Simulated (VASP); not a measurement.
A run of VASP 6.6.1:

POSCAR

```
AlCo
1.0
    2.8194032100      0.0000000000      0.0000000000
    0.0000000000      2.8194032100      0.0000000000
    0.0000000000      0.0000000000      2.8194032100
Co Al
1 1
Direct
    0.5000000000      0.5000000000      0.5000000000
    0.0000000000      0.0000000000      0.0000000000
```

Contents of INCAR.step1:

```
SYSTEM = AlCo
  PREC = Accurate
  ENCUT = 520
  ISMEAR = 0
  SIGMA = 0.05
  LREAL = .FALSE.
  LASPH = .TRUE.
  NELM = 150
  ISPIN = 2
  MAGMOM = 2 0
  LMAXMIX = 4
  NBANDS = 17
  GGA = PE
  ALGO = Normal
  EDIFF = 1E-4
  LWAVE = .TRUE.
  LCHARG = .FALSE.
```

INCAR.step2

```
SYSTEM = AlCo
  PREC = Accurate
  ENCUT = 520
  EDIFF = 1E-6
  ISMEAR = 0
  SIGMA = 0.05
  LREAL = .FALSE.
  LASPH = .TRUE.
  NELM = 150
  ALGO = Normal
  ISIF = 2
  LWAVE = .FALSE.
  LCHARG = .FALSE.
  ISPIN = 2
  MAGMOM = 2 0
  LORBIT = 11
  LMAXMIX = 4
  METAGGA = R2SCAN
  LMIXTAU = .TRUE.
  NBANDS = 17
  ISTART = 1
```

Contents of KPOINTS:

```
regular mesh
0
G
  8 8 8
  0 0 0
```

Potentials or basis: VASP PAW PBE potentials, release 64 (Co, Al).

Launch:

```bash
$ cat potpaw_PBE.64/Co/POTCAR potpaw_PBE.64/Al/POTCAR > POTCAR
$ cp INCAR.step1 INCAR
$ mpirun -np 1 vasp_std > vasp.out
$ cp INCAR.step2 INCAR
$ mpirun -np 1 vasp_std > vasp.out
```

Hardware: 1 thread of AMD EPYC 9R45 96-Core Processor (Zen 5), on a shared host.

Problem. Estimate the wall time of this run.

Solution. Wall time 70 s on 1 thread of AMD EPYC 9R45 96-Core Processor (Zen 5), with other jobs on the host, peak memory 0.14 GiB. Counts: k points 35.
